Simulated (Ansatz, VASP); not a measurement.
One calculation of Tl, two programs

```
Tl
1.0
     0.00000    2.25981    2.93775
     2.25981    0.00000    2.93775
     2.25981    2.25981    0.00000
Tl
1
Direct
  0.00000 0.00000 0.00000
```

Alike in both runs: task single point; functional PBE; dispersion D3(BJ); k mesh 18 × 18 × 18; occupations gaussian, width 0.15 eV; no spin polarisation.

|  | VASP | Ansatz |
| --- | --- | --- |
| version | VASP 6.6.1 | Ansatz 0.2.0 |
| potentials or method | VASP PAW PBE potentials, release 64 (Tl_d), cutoff 520 eV | scalar-relativistic, plane waves, PAW |
| valence electrons in the cell | 13 | 13 |

VASP gave:

* gap on the k mesh at the Fermi level (eV): none
* pressure (GPa): 0.1
* traceless stress, the component that is largest in VASP (GPa): -2.12

Problem. What did Ansatz give for the same quantities?

Solution. gap on the k mesh at the Fermi level (eV): none; pressure (GPa): 0.1; traceless stress, the component that is largest in VASP (GPa): -2.13.

A gap of «none» marks a metal or a gap that the smearing closes.

Spin-orbit coupling is off throughout.
